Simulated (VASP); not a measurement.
# CsSnI3 (Pm-3m) in VASP: a series of runs

Aim: see how the results for CsSnI3 move with the level of theory and the settings. Levels: BLYP+D4, PBEsol+D4. Tasks: single point.

Program: VASP 6.6.1. These are calculated values, not measurements. Logs are shortened: lines on timing, memory, paths and dates and some standing lists are left out, and cuts for length are marked.

**1. The cell of the first run**

It takes space group Pm-3m (No. 221, cubic). Conventional cell: a = 6.250 Å, b = 6.250 Å, c = 6.250 Å, α = 90.00°, β = 90.00°, γ = 90.00°. Within 5.8 Å of Cs (site symmetry m-3m) lie 12 I at 4.42 Å and 8 Sn at 5.41 Å. I (site symmetry 4/mmm) has 2 Sn at 3.12 Å within 4.1 Å. Sn (site symmetry m-3m) has 6 I at 3.12 Å within 4.1 Å.

**2. Single point, BLYP+D4**

Contents of INCAR:

```
  PREC = Accurate
  ENCUT = 520
  EDIFF = 1E-7
  ISMEAR = -1
  SIGMA = 0.05
  LREAL = F
  LASPH = T
  NELM = 80
  ALGO = Normal
  ISIF = 2
  LWAVE = F
  LCHARG = T
  GGA = B5
  ALDAX = 1.0
  AGGAX = 1.0
  AGGAC = 1.0
  ALDAC = 0.0
  IVDW = 13
  VDW_S6 = 1.0
  VDW_S8 = 2.34076671
  VDW_A1 = 0.44488865
  VDW_A2 = 4.0933009
  LELF = T
  LVHAR = T
  NBANDS = 30
```

Contents of KPOINTS:

```
regular mesh
0
Gamma
  5 5 5
```

Contents of POSCAR:

```
CsSnI3
1.0
    6.2496848492      0.0000000000      0.0000000000
    0.0000000000      6.2496848492      0.0000000000
    0.0000000000      0.0000000000      6.2496848492
Cs I Sn
1 3 1
Direct
    0.0000000000      0.0000000000      0.0000000000
    0.5000000000      0.5000000000      0.0000000000
    0.5000000000      0.0000000000      0.5000000000
    0.0000000000      0.5000000000      0.5000000000
    0.5000000000      0.5000000000      0.5000000000
```

Potentials or basis: VASP PAW PBE potentials, release 64 (Cs_sv, I, Sn_d).

Started as:

```
$ cat potpaw_PBE.64/Cs_sv/POTCAR potpaw_PBE.64/I/POTCAR potpaw_PBE.64/Sn_d/POTCAR > POTCAR
$ mpirun -np 1 vasp_std > vasp.out
```

OUTCAR:

```text
PREC = Accurate
   ENCUT = 520
   EDIFF = 1E-7
   ISMEAR = -1
   LREAL = F
   LASPH = T
   NELM = 80
   ISIF = 2
   GGA = B5
   IVDW = 13

 ion  position               nearest neighbor table
   1  0.000  0.000  0.000-
   2  0.500  0.500  0.000-   5 3.12   5 3.12
   3  0.500  0.000  0.500-   5 3.12   5 3.12
   4  0.000  0.500  0.500-   5 3.12   5 3.12
   5  0.500  0.500  0.500-   2 3.12   3 3.12   4 3.12   2 3.12   3 3.12   4 3.12

  LATTYP: Found a simple cubic cell.
 ALAT       =     6.2496848492

  Lattice vectors:

 A1 = (   6.2496848492,   0.0000000000,   0.0000000000)
 A2 = (   0.0000000000,   6.2496848492,   0.0000000000)
 A3 = (   0.0000000000,   0.0000000000,   6.2496848492)

Analysis of symmetry for initial positions (statically):
=====================================================================
 Subroutine PRICEL returns:
 Original cell was already a primitive cell.

 Routine SETGRP: Setting up the symmetry group for a
 simple cubic supercell.

 Subroutine GETGRP returns: Found 48 space group operations
 (whereof 48 operations were pure point group operations)
 out of a pool of 48 trial point group operations.

The static configuration has the point symmetry O_h .

Analysis of symmetry for dynamics (positions and initial velocities):
=====================================================================
 Subroutine PRICEL returns:
 Original cell was already a primitive cell.

 Routine SETGRP: Setting up the symmetry group for a
 simple cubic supercell.

 Subroutine GETGRP returns: Found 48 space group operations
 (whereof 48 operations were pure point group operations)
 out of a pool of 48 trial point group operations.

The dynamic configuration has the point symmetry O_h .

 Subroutine INISYM returns: Found 48 space group operations
 (whereof 48 operations are pure point group operations),
 and found     1 'primitive' translations

----------------------------------------------------------------------------------------

                                     Primitive cell

  volume of cell :     244.1037

  direct lattice vectors                    reciprocal lattice vectors
     6.249684849  0.000000000  0.000000000     0.160008068  0.000000000  0.000000000
     0.000000000  6.249684849  0.000000000     0.000000000  0.160008068  0.000000000
     0.000000000  0.000000000  6.249684849     0.000000000  0.000000000  0.160008068

  length of vectors
     6.249684849  6.249684849  6.249684849     0.160008068  0.160008068  0.160008068

  position of ions in fractional coordinates (direct lattice)
     0.000000000  0.000000000  0.000000000
     0.500000000  0.500000000  0.000000000
     0.500000000  0.000000000  0.500000000
     0.000000000  0.500000000  0.500000000
     0.500000000  0.500000000  0.500000000

  ion indices of the primitive-cell ions
   primitive index   ion index
                 1           1
                 2           2
                 3           3
                 4           4
                 5           5

----------------------------------------------------------------------------------------

 KPOINTS: regular mesh

Automatic generation of k-mesh.
 Grid dimensions read from file:
 generate k-points for:    5    5    5

 Generating k-lattice:

  Cartesian coordinates                     Fractional coordinates (reciprocal lattice)
     0.032001614  0.000000000  0.000000000     0.200000000  0.000000000  0.000000000
     0.000000000  0.032001614  0.000000000     0.000000000  0.200000000  0.000000000
     0.000000000  0.000000000  0.032001614     0.000000000  0.000000000  0.200000000

  Length of vectors
     0.032001614  0.032001614  0.032001614

  Shift w.r.t. Gamma in fractional coordinates (k-lattice)
     0.000000000  0.000000000  0.000000000

 Subroutine IBZKPT returns following result:
 ===========================================

 Found     10 irreducible k-points:

 Following reciprocal coordinates:
            Coordinates               Weight
  0.000000  0.000000  0.000000      1.000000
  0.200000  0.000000  0.000000      6.000000
  0.400000  0.000000  0.000000      6.000000
  0.200000  0.200000  0.000000     12.000000
  0.400000  0.200000  0.000000     24.000000
  0.400000  0.400000  0.000000     12.000000
  0.200000  0.200000  0.200000      8.000000
  0.400000  0.200000  0.200000     24.000000
  0.400000  0.400000  0.200000     24.000000
  0.400000  0.400000  0.400000      8.000000
   k-points           NKPTS =     10   k-points in BZ     NKDIM =     10   number of bands    NBANDS=     30
   number of dos      NEDOS =    301   number of ions     NIONS =      5
   total plane-waves  NPLWV = 110592
   dimension x,y,z NGX =    48 NGY =   48 NGZ =   48
   dimension x,y,z NGXF=    96 NGYF=   96 NGZF=   96
   ions per type =               1   3   1
   NGX,Y,Z   is equivalent  to a cutoff of  12.77, 12.77, 12.77 a.u.
   NGXF,Y,Z  is equivalent  to a cutoff of  25.54, 25.54, 25.54 a.u.
 SYSTEM =  unknown system
   PREC   = accura    normal or accurate (medium, high low for compatibility)
   ISTART =      0    job   : 0-new  1-cont  2-samecut
   ICHARG =      2    charge: 1-file 2-atom 10-const
   ISPIN  =      1    spin polarized calculation?
   LNONCOLLINEAR =      F non collinear calculations
   LSORBIT =      F    spin-orbit coupling
   LASPH  =      T    aspherical Exc in radial PAW
   ENCUT  =  520.0 eV  38.22 Ry    6.18 a.u.  11.62 11.62 11.62*2*pi/ulx,y,z
   NELM   =     80;   NELMIN=  2; NELMDL= -5     # of ELM steps
   EDIFF  = 0.1E-06   stopping-criterion for ELM
   LREAL  =      F    real-space projection
   EDIFFG = 0.1E-05   stopping-criterion for IOM
   NSW    =      0    number of steps for IOM
   IBRION =     -1    ionic relax: 0-MD 1-quasi-New 2-CG
   NFREE  =      0    steps in history (QN), initial steepest desc. (CG)
   ISIF   =      2    stress and relaxation
   ISYM   =      2    0-nonsym 1-usesym 2-fastsym
   POTIM  = 0.5000    time-step for ionic-motion
   TEBEG  =    0.0;   TEEND  =   0.0 temperature during run
   PSTRESS=    0.0 pullay stress
   NELECT =      44.0000    total number of electrons
   NUPDOWN=      -1.0000    fix difference up-down
   EMIN   =  10.00;   EMAX   =-10.00  energy-range for DOS
   EFERMI =   0.00;   METHOD = LEGACY
   ISMEAR =    -1;   SIGMA  =   0.05  broadening in eV -4-tet -1-fermi 0-gaus
   EFERMI_NEDOS =   21; number of points for ismear=-14 and -15
   IALGO  =     38    algorithm
   IMIX   =      4    mixing-type and parameters
     AMIX     =   0.40;   BMIX     =  1.00
     AMIX_MAG =   1.60;   BMIX_MAG =  1.00
  volume/ion in A,a.u.               =      48.82       329.46
  Fermi-wavevector in a.u.,A,eV,Ry     =   0.924771  1.747564 11.635725  0.855202
  Thomas-Fermi vector in A             =   2.050553
   LORBIT       =      0    0 simple, 1 ext, 2 COOP (PROOUT), +10 PAW based schemes
   GGA     = B5    functional components
   LHFCALC =     F    Hartree Fock is set to
   AEXX    =    0.0000 exact exchange contribution
   IVDW    =    13    specifies the selected vdW correction
   LEPSILON=     F    determine dielectric tensor
   LRPA    =     F    only Hartree local field effects (RPA)
 non-spin polarized calculation
  energy-cutoff  :      520.00
  volume of cell :      244.10
 maximum number of plane-waves:      6619
 NGX is ok and might be reduce to    48
   NGX = 23   NGY = 23   NGZ = 23

 number of electron      43.9999979 magnetization

 Free energy of the ion-electron system (eV)
  ---------------------------------------------------
  ext. energy  EPLUGINS =         0.00000000
  ---------------------------------------------------
  free energy    TOTEN  =       -12.19993772 eV

  energy without entropy =      -12.19993772  energy(sigma->0) =      -12.19993772

 E-fermi :   3.0117     XC(G=0):  -7.0290

 val. band max:        2.1134584394   @ k =   0.4000   0.4000   0.4000
 cond. band min:       3.9456557137   @ k =   0.4000   0.4000   0.4000
 fundamental gap:      1.8321972743
 Fermi energy:         3.0116689955

 k-point     1 :       0.0000    0.0000    0.0000
  band No.  band energies     occupation
      1     -19.2666      2.00000
      2     -19.0239      2.00000
      3     -19.0239      2.00000
      4     -19.0002      2.00000
      5     -19.0002      2.00000
      6     -19.0002      2.00000
[... 22 lines left out ...]
     29       7.5953      0.00000
     30       7.5953      0.00000

 k-point     2 :       0.2000    0.0000    0.0000
  band No.  band energies     occupation
      1     -19.2665      2.00000
      2     -19.0238      2.00000
      3     -19.0234      2.00000
      4     -19.0003      2.00000
      5     -19.0003      2.00000
      6     -19.0002      2.00000
[... 22 lines left out ...]
     29       6.9364      0.00000
     30       7.5374      0.00000

 k-point     3 :       0.4000    0.0000    0.0000
  band No.  band energies     occupation
      1     -19.2663      2.00000
      2     -19.0238      2.00000
      3     -19.0226      2.00000
      4     -19.0003      2.00000
      5     -19.0003      2.00000
      6     -19.0002      2.00000
[... 22 lines left out ...]
     29       7.2766      0.00000
     30       7.8052      0.00000

 k-point     4 :       0.2000    0.2000    0.0000
  band No.  band energies     occupation
      1     -19.2664      2.00000
      2     -19.0236      2.00000
      3     -19.0231      2.00000
      4     -19.0003      2.00000
      5     -19.0003      2.00000
      6     -19.0003      2.00000
[... 154 lines left out ...]
     29       7.7741      0.00000
     30       7.9734      0.00000

 k-point     9 :       0.4000    0.4000    0.2000
  band No.  band energies     occupation
      1     -19.2659      2.00000
      2     -19.0227      2.00000
      3     -19.0220      2.00000
      4     -19.0005      2.00000
      5     -19.0004      2.00000
      6     -19.0004      2.00000
[... 22 lines left out ...]
     29       7.5037      0.00000
     30       7.9191      0.00000

 k-point    10 :       0.4000    0.4000    0.4000
  band No.  band energies     occupation
      1     -19.2657      2.00000
      2     -19.0220      2.00000
      3     -19.0220      2.00000
      4     -19.0005      2.00000
      5     -19.0005      2.00000
      6     -19.0004      2.00000
[... 22 lines left out ...]
     29       7.1791      0.00000
     30       8.1016      0.00000

------------------------ aborting loop because EDIFF is reached ----------------------------------------

  DFT-D4 for vdW energy calculation

  Edisp (eV):   -2.37182

  FORCE on cell =-STRESS in cart. coord.  units (eV):
  Direction    XX          YY          ZZ          XY          YZ          ZX
  --------------------------------------------------------------------------------------
  -------------------------------------------------------------------------------------
  Total       0.07017     0.07017     0.07017    -0.00000     0.00000     0.00000
  in kB       0.46056     0.46056     0.46056    -0.00000     0.00000     0.00000
  external pressure =        0.46 kB  Pullay stress =        0.00 kB

 VOLUME and BASIS-vectors are now :
 -----------------------------------------------------------------------------
  energy-cutoff  :      520.00
  volume of cell :      244.10
      direct lattice vectors                 reciprocal lattice vectors
     6.249684849  0.000000000  0.000000000     0.160008068  0.000000000  0.000000000
     0.000000000  6.249684849  0.000000000     0.000000000  0.160008068  0.000000000
     0.000000000  0.000000000  6.249684849     0.000000000  0.000000000  0.160008068

 POSITION                                       TOTAL-FORCE (eV/Angst)
 -----------------------------------------------------------------------------------
      0.00000      0.00000      0.00000         0.000000      0.000000      0.000000
      3.12484      3.12484      0.00000         0.000000      0.000000      0.000000
      3.12484      0.00000      3.12484         0.000000      0.000000      0.000000
      0.00000      3.12484      3.12484         0.000000      0.000000      0.000000
      3.12484      3.12484      3.12484         0.000000      0.000000      0.000000
 -----------------------------------------------------------------------------------
    total drift:                                0.000000     -0.000000     -0.000000

  FREE ENERGIE OF THE ION-ELECTRON SYSTEM (eV)
  ---------------------------------------------------
  free  energy   TOTEN  =       -14.5717617122 eV

  energy  without entropy=      -14.5717617083  energy(sigma->0) =      -14.57176171
```

Run time: 4.1 min. Hardware: 1 thread of Intel Xeon 8259CL, shared host; peak memory 0.36 GiB.

Results:

```yaml
Free_energy: -14.5718 eV
Pressure: 0.0 GPa
Band_gap_on_the_k_mesh: 1.83 eV
Dispersion_energy_per_atom: -0.474 eV
```

Levels at points of the mesh, in eV from the valence-band top:
```csv
k point,band 20,band 21,band 22,band 23,band 24,band 25
"(0.00, 0.00, 0.00)",-1.18,-1.18,-1.18,3.17,4.12,4.12
```

Caveat: the PAW data sets were made with another functional, which shifts forces and pressure a little; spin-orbit coupling is left out, which moves the levels of the heavy elements; an odd mesh through Γ misses points on the zone boundary, where band edges can lie.

[end of part 1 of 2]
